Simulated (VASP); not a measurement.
# Al9H in VASP: notebook, part 2 of 2

VASP 6.6.1.

**4. Single point, PBE**

File INCAR:

```
SYSTEM = Al9H
PREC = Accurate ; ENCUT = 520
EDIFF = 1E-7 ; ISMEAR = 0
SIGMA = 0.1 ; LREAL = Auto
LASPH = .True. ; NELM = 60
ALGO = Normal ; ISIF = 2
LWAVE = .False. ; LCHARG = .False.
LDIPOL = .True. ; IDIPOL = 3
DIPOL = 0.5 0.5 0.299 ; GGA = PE
NBANDS = 44
```

File KPOINTS:

```
regular mesh
0
Gamma
  5 3 1
  0 0 0
```

File POSCAR:

```
Al9H
1.0
    5.7070863106      0.0000000000      0.0000000000
   -1.4267715776      9.7014842380      0.0000000000
    0.0000000000      0.0000000000     22.7903703519
Al H
18 2
Direct
    0.2662216041      0.0648864163      0.1755127248
    0.7662216041      0.0648864163      0.1755127248
    0.3354806058      0.3419224231      0.2192029854
    0.8354806058      0.3419224231      0.2192029854
    0.1493324061      0.5973296244      0.2279410375
    0.6493324061      0.5973296244      0.2279410375
    0.4631842064      0.8527368258      0.2366790896
    0.9631842065      0.8527368258      0.2366790896
    0.0319772093      0.1277109169      0.2808262502
    0.5319772093      0.1277109169      0.2808262502
    0.0997917601      0.4042231294      0.3301071124
    0.5997917601      0.4042231294      0.3301071124
    0.4144000537      0.6596656514      0.3369822081
    0.9144000537      0.6596656514      0.3369822081
    0.2263076916      0.9110819252      0.3449259130
    0.7263076916      0.9110819252      0.3449259130
    0.2962427243      0.1814072004      0.3857054631
    0.7962427243      0.1814072004      0.3857054631
    0.6062643800      0.3644128847      0.4475736986
    0.6062643800      0.4848513326      0.4475736986
```

Potentials or basis: VASP PAW PBE potentials, release 64 (Al, H).

Command:

```
> cat potpaw_PBE.64/Al/POTCAR potpaw_PBE.64/H/POTCAR > POTCAR
> mpirun -np 1 vasp_std > vasp.out
```

OUTCAR:

```text
SYSTEM = Al9H
   PREC = Accurate
   ENCUT = 520
   EDIFF = 1E-7
   ISMEAR = 0
   LREAL = Auto
   LASPH = .True.
   NELM = 60
   ISIF = 2
   GGA = PE

 ion  position               nearest neighbor table
   1  0.266  0.065  0.176-   2 2.85   2 2.85   9 2.86  10 2.86   7 2.87   8 2.87   3 2.87
   2  0.766  0.065  0.176-   1 2.85   1 2.85  10 2.86   9 2.86   8 2.87   7 2.87   4 2.87
   3  0.335  0.342  0.219-   4 2.85   4 2.85   6 2.87   5 2.87   1 2.87   9 2.89  10 2.89  12 2.96
                            11 2.97
   4  0.835  0.342  0.219-   3 2.85   3 2.85   5 2.87   6 2.87   2 2.87  10 2.89   9 2.89  11 2.96
                            12 2.97
   5  0.149  0.597  0.228-   6 2.85   6 2.85   4 2.87   3 2.87   8 2.87   7 2.87  13 2.93  14 2.93
                            11 2.99
   6  0.649  0.597  0.228-   5 2.85   5 2.85   3 2.87   4 2.87   7 2.87   8 2.87  14 2.93  13 2.93
                            12 2.99
   7  0.463  0.853  0.237-  10 2.85   8 2.85   8 2.85   1 2.87   2 2.87   5 2.87   6 2.87  16 2.90
                            15 2.91  13 2.96
   8  0.963  0.853  0.237-   9 2.85   7 2.85   7 2.85   1 2.87   2 2.87   5 2.87   6 2.87  15 2.90
                            16 2.91  14 2.96
[... 579 lines left out ...]
     40       0.9875      0.00000
 [bands above 40 left out]

------------------------ aborting loop because EDIFF is reached ----------------------------------------

 vacuum level on the upper side and lower side of the slab       (xc-potential included)         0.051        -0.107

  FORCE on cell =-STRESS in cart. coord.  units (eV):
  Direction    XX          YY          ZZ          XY          YZ          ZX
  --------------------------------------------------------------------------------------
  -------------------------------------------------------------------------------------
  Total      -12.2981218    -16.8964154      0.0352834      0.8893676     -0.2920081      0.0483479
  in kB      -15.6151214    -21.4536482      0.0447999      1.1292442     -0.3707673      0.0613881
  external PRESSURE =     -12.3413232 kB  Pullay stress =       0.0000000 kB

 VOLUME and BASIS-vectors are now :
 -----------------------------------------------------------------------------
  energy-cutoff  :      520.00
  volume of cell :     1261.84
      direct lattice vectors                 reciprocal lattice vectors
     5.707086311  0.000000000  0.000000000     0.175220760  0.025769253  0.000000000
    -1.426771578  9.701484238  0.000000000     0.000000000  0.103077011  0.000000000
     0.000000000  0.000000000 22.790370352     0.000000000  0.000000000  0.043878181

 POSITION                                       TOTAL-FORCE (eV/Angst)
 -----------------------------------------------------------------------------------
      1.42677      0.62949      4.00000        -0.046890      0.125303      0.021695
      4.28031      0.62949      4.00000         0.038944      0.155939      0.012732
      1.42677      3.31715      4.99572         0.027303      0.035605      0.054138
      4.28031      3.31715      4.99572        -0.016275      0.027657      0.026190
      0.00000      5.79498      5.19486         0.001957     -0.111512      0.043294
      2.85354      5.79498      5.19486        -0.007862     -0.116141      0.030663
[... 12 lines left out ...]
      2.94007      3.53535     10.20037        -0.541653      3.565071     -0.030625
      2.76823      4.70378     10.20037         0.556678     -3.541320      0.034839
 -----------------------------------------------------------------------------------
    total drift:                               -0.007987     -0.032240     -0.007244

  FREE ENERGIE OF THE ION-ELECTRON SYSTEM (eV)
  ---------------------------------------------------
  free  energy   TOTEN  =       -66.6267569079 eV

  energy  without entropy=      -66.5758996826  energy(sigma->0) =      -66.60132830

 vacuum level on the upper side and lower side of the slab         3.056         2.894
```

OSZICAR:

```text
N       E                     dE             d eps       ncg     rms          rms(c)
DAV:   1     0.216249333967E+03    0.21625E+03   -0.15380E+04   704   0.854E+02
DAV:   2    -0.520716075514E+02   -0.26832E+03   -0.25938E+03  1000   0.149E+02
DAV:   3    -0.687912611346E+02   -0.16720E+02   -0.16290E+02   828   0.375E+01
DAV:   4    -0.695010166164E+02   -0.70976E+00   -0.70745E+00  1152   0.914E+00
[... 19 lines left out ...]
DAV:  24    -0.666267554569E+02   -0.26614E-05   -0.62935E-08   636   0.537E-04    0.107E-04
DAV:  25    -0.666267564283E+02   -0.97133E-06   -0.13390E-08   552   0.338E-04    0.473E-05
DAV:  26    -0.666267567223E+02   -0.29407E-06   -0.65166E-09   524   0.249E-04    0.338E-05
DAV:  27    -0.666267568357E+02   -0.11342E-06   -0.15113E-09   500   0.183E-04    0.228E-05
DAV:  28    -0.666267569079E+02   -0.72208E-07   -0.10621E-09   516   0.146E-04
   1 F= -.66626757E+02 E0= -.66601328E+02  d E =-.508572E-01
```

Run time: 37 min. Hardware: 1 thread of Intel Xeon 8259CL, shared host; peak memory 1.2 GiB.

What came out:

* Free energy: -66.6268 eV
* Largest force: 3.606 eV/Å
* Band gap on the k mesh: zero (bands 28 and 29 overlap by 0.72 eV)

Forces on the atoms (eV/Å):
```
Al  -0.047  0.125  0.022
Al   0.039  0.156  0.013
Al   0.027  0.036  0.054
Al  -0.016  0.028  0.026
Al   0.002 -0.112  0.043
Al  -0.008 -0.116  0.031
Al  -0.010 -0.078 -0.126
Al   0.010 -0.070 -0.116
Al  -0.003  0.007 -0.015
Al  -0.006  0.050  0.004
Al   0.019 -0.021  0.002
Al  -0.006  0.008 -0.006
Al   0.006 -0.070  0.022
Al  -0.015 -0.060 -0.002
Al   0.003  0.025 -0.006
Al  -0.003  0.041  0.011
Al   0.016  0.006  0.005
Al  -0.023  0.021  0.033
H   -0.542  3.565 -0.031
H    0.557 -3.541  0.035
```

**5. Single point, PBE**

File INCAR:

```
PREC = Accurate
ENCUT = 520
EDIFF = 1E-6
ISMEAR = 0
SIGMA = 0.1
LREAL = Auto
LASPH = True
NELM = 100
ALGO = Normal
ISIF = 2
LWAVE = False
LCHARG = False
LDIPOL = True
IDIPOL = 3
DIPOL = 0.5 0.5 0.301
GGA = PE
NBANDS = 44
```

File KPOINTS:

```
Automatic mesh
0
Gamma
  5 3 1
```

Changes to POSCAR since step 4:

```diff
@@ -26,3 +26,3 @@
     0.7962427243      0.1814072004      0.3857054631
-    0.6062643800      0.3644128847      0.4475736986
-    0.6062643800      0.4848513326      0.4475736986
+    0.6062643800      0.3644128847      0.4756557346
+    0.6062643800      0.4848513326      0.4756557346
```

Command:

```
> cat potpaw_PBE.64/Al/POTCAR potpaw_PBE.64/H/POTCAR > POTCAR
> mpirun -np 1 vasp_std > vasp.out
```

It took 40 min on 1 thread of Intel Xeon 8259CL, shared host; peak memory 1.2 GiB.

The run converged. Its results:

| Property | Result |
| --- | --- |
| Free energy | -66.6085 eV |
| Largest force | 4.265 eV/Å |
| Band gap on the k mesh | zero (bands 28 and 29 overlap by 0.73 eV) |

Forces on the atoms (eV/Å):
```
Al  -0.017  0.140  0.027
Al   0.006  0.150  0.027
Al   0.023  0.040  0.069
Al  -0.012  0.037  0.056
Al   0.002 -0.087  0.037
Al  -0.006 -0.097  0.028
Al  -0.002 -0.090 -0.122
Al   0.006 -0.086 -0.118
Al   0.000  0.006 -0.008
Al  -0.003  0.018 -0.006
Al   0.010 -0.015  0.008
Al  -0.001 -0.010 -0.021
Al   0.001 -0.032  0.013
Al  -0.009 -0.029  0.004
Al   0.000  0.007 -0.001
Al  -0.003  0.015  0.002
Al   0.018  0.013  0.021
Al  -0.015  0.016  0.038
H   -0.629  4.217 -0.090
H    0.634 -4.214  0.039
```

Levels at points of the mesh, in eV from the Fermi level:
```csv
k point,band 24,band 25,band 26,band 27,band 28,band 29,band 30,band 31,band 32,band 33
"(0.00, 0.00, 0.00)",-1.50,-1.11,-1.08,-0.94,-0.62,-0.58,-0.27,0.11,0.93,1.25
```

**6. Single point, PBE**

File INCAR:

```
ALGO = Normal
DIPOL = 0.5 0.5 0.299
EDIFF = 1E-6
ENCUT = 520
GGA = PE
IDIPOL = 3
ISIF = 2
ISMEAR = 0
LASPH = True
LCHARG = False
LDIPOL = True
LREAL = Auto
LWAVE = False
NBANDS = 44
NELM = 80
PREC = Accurate
SIGMA = 0.1
```

File KPOINTS:

```
k-points
0
Gamma
  5 3 1
```

Changes to POSCAR since step 5:

```diff
@@ -26,3 +26,3 @@
     0.7962427243      0.1814072004      0.3857054631
-    0.6062643800      0.3644128847      0.4756557346
-    0.6062643800      0.4848513326      0.4756557346
+    0.6062643800      0.2895085324      0.4475736986
+    0.6062643800      0.5597556849      0.4475736986
```

Potentials or basis: VASP PAW PBE potentials, release 64 (Al, H).

Command:

```
> cat potpaw_PBE.64/Al/POTCAR potpaw_PBE.64/H/POTCAR > POTCAR
> mpirun -np 1 vasp_std > vasp.out
```

OUTCAR:

```text
EDIFF = 1E-6
   ENCUT = 520
   GGA = PE
   ISIF = 2
   ISMEAR = 0
   LASPH = True
   LREAL = Auto
   NELM = 80
   PREC = Accurate

 ion  position               nearest neighbor table
   1  0.266  0.065  0.176-   2 2.85   2 2.85   9 2.86  10 2.86   7 2.87   8 2.87   3 2.87
   2  0.766  0.065  0.176-   1 2.85   1 2.85  10 2.86   9 2.86   8 2.87   7 2.87   4 2.87
   3  0.335  0.342  0.219-   4 2.85   4 2.85   6 2.87   5 2.87   1 2.87   9 2.89  10 2.89  12 2.96
                            11 2.97
   4  0.835  0.342  0.219-   3 2.85   3 2.85   5 2.87   6 2.87   2 2.87  10 2.89   9 2.89  11 2.96
                            12 2.97
   5  0.149  0.597  0.228-   6 2.85   6 2.85   4 2.87   3 2.87   8 2.87   7 2.87  13 2.93  14 2.93
                            11 2.99
   6  0.649  0.597  0.228-   5 2.85   5 2.85   3 2.87   4 2.87   7 2.87   8 2.87  14 2.93  13 2.93
                            12 2.99
   7  0.463  0.853  0.237-  10 2.85   8 2.85   8 2.85   1 2.87   2 2.87   5 2.87   6 2.87  16 2.90
                            15 2.91  13 2.96
   8  0.963  0.853  0.237-   9 2.85   7 2.85   7 2.85   1 2.87   2 2.87   5 2.87   6 2.87  15 2.90
                            16 2.91  14 2.96
   9  0.032  0.128  0.281-  18 2.83  17 2.83   8 2.85  10 2.85  10 2.85   1 2.86   2 2.86   3 2.89
                             4 2.89  11 2.91  15 2.93  16 2.93
  10  0.532  0.128  0.281-  17 2.83  18 2.83   7 2.85   9 2.85   9 2.85   2 2.86   1 2.86   4 2.89
[... 581 lines left out ...]
 vacuum level on the upper side and lower side of the slab       (xc-potential included)         0.337        -0.508

  FORCE on cell =-STRESS in cart. coord.  units (eV):
  Direction    XX          YY          ZZ          XY          YZ          ZX
  --------------------------------------------------------------------------------------
  -------------------------------------------------------------------------------------
  Total      -13.9917583    -14.3092911     -3.3643336      0.9991905     -2.0247028      0.2542216
  in kB      -17.7655588    -18.1687352     -4.2717480      1.2686881     -2.5707975      0.3227892
  external PRESSURE =     -13.4020140 kB  Pullay stress =       0.0000000 kB

 VOLUME and BASIS-vectors are now :
 -----------------------------------------------------------------------------
  energy-cutoff  :      520.00
  volume of cell :     1261.84
      direct lattice vectors                 reciprocal lattice vectors
     5.707086311  0.000000000  0.000000000     0.175220760  0.025769253  0.000000000
    -1.426771578  9.701484238  0.000000000     0.000000000  0.103077011  0.000000000
     0.000000000  0.000000000 22.790370352     0.000000000  0.000000000  0.043878181

 POSITION                                       TOTAL-FORCE (eV/Angst)
 -----------------------------------------------------------------------------------
      1.42677      0.62949      4.00000        -0.270959      0.120606     -0.076131
      4.28031      0.62949      4.00000         0.282572      0.226360     -0.034428
      1.42677      3.31715      4.99572        -0.004612     -0.017952     -0.012060
      4.28031      3.31715      4.99572         0.008178     -0.015694     -0.072768
      0.00000      5.79498      5.19486        -0.024029     -0.034584      0.000493
      2.85354      5.79498      5.19486         0.023250     -0.136685      0.128125
[... 12 lines left out ...]
      3.04694      2.80866     10.20037         0.225735     -0.867119     -1.114497
      2.66136      5.43046     10.20037        -0.044046     -0.018584     -1.022962
 -----------------------------------------------------------------------------------
    total drift:                               -0.008106     -0.031772     -0.007408

  FREE ENERGIE OF THE ION-ELECTRON SYSTEM (eV)
  ---------------------------------------------------
  free  energy   TOTEN  =       -65.0814881516 eV

  energy  without entropy=      -65.0179001958  energy(sigma->0) =      -65.04969417

 vacuum level on the upper side and lower side of the slab         3.473         2.608
```

OSZICAR:

```text
N       E                     dE             d eps       ncg     rms          rms(c)
DAV:   1     0.215695824097E+03    0.21570E+03   -0.15374E+04   704   0.854E+02
DAV:   2    -0.499154193411E+02   -0.26561E+03   -0.25647E+03   976   0.149E+02
DAV:   3    -0.669145434887E+02   -0.16999E+02   -0.16475E+02   800   0.373E+01
[... 19 lines left out ...]
DAV:  23    -0.650814785885E+02   -0.10592E-04   -0.69740E-07   588   0.183E-03    0.501E-04
DAV:  24    -0.650814832166E+02   -0.46282E-05   -0.15975E-07   536   0.114E-03    0.333E-04
DAV:  25    -0.650814864991E+02   -0.32825E-05   -0.13022E-07   540   0.862E-04    0.299E-04
DAV:  26    -0.650814878257E+02   -0.13267E-05   -0.55529E-08   500   0.619E-04    0.148E-04
DAV:  27    -0.650814881516E+02   -0.32585E-06   -0.12172E-08   484   0.419E-04
   1 F= -.65081488E+02 E0= -.65049694E+02  d E =-.635880E-01
```

Run time: 33 min. Hardware: 1 thread of Intel Xeon 8259CL, shared host; peak memory 1.2 GiB.

What came out:

```yaml
Free_energy: -65.0815 eV
Largest_force: 1.430 eV/Å
Band_gap_on_the_k_mesh: zero (bands 28 and 29 overlap by 0.62 eV)
```

Forces on the atoms (eV/Å):
```
Al  -0.271  0.121 -0.076
Al   0.283  0.226 -0.034
Al  -0.005 -0.018 -0.012
Al   0.008 -0.016 -0.073
Al  -0.024 -0.035  0.000
Al   0.023 -0.137  0.128
Al  -0.097 -0.033 -0.075
Al   0.059 -0.038 -0.156
Al   0.041 -0.067 -0.162
Al  -0.051  0.164  0.231
Al   0.003 -0.116 -0.011
Al  -0.004  0.082  0.199
Al   0.109 -0.115  0.548
Al  -0.050 -0.047  0.307
Al  -0.011  0.024  0.021
Al   0.033  0.052  0.104
Al   0.038  0.286  0.383
Al  -0.265  0.553  0.814
H    0.226 -0.867 -1.114
H   -0.044 -0.019 -1.023
```

**7. Summary**

| cell | gap on the mesh (eV) | largest force (eV/Å) |
| --- | --- | --- |
| as given, atomic positions A | none | 0.16 |
| as given, atomic positions B | none | 2.15 |
| as given, atomic positions C | none | 3.61 |
| as given, atomic positions D | none | 4.26 |
| as given, atomic positions E | none | 1.43 |

Alike in all rows: task single point; level PBE; potentials or basis VASP PAW PBE potentials, release 64 (Al, H); no spin polarisation; k mesh 5 × 3 × 1; cutoff (eV) 520; smearing gaussian 0.1 eV.

Total energies depend on the potentials used, so only differences within one code and one set of settings carry meaning.
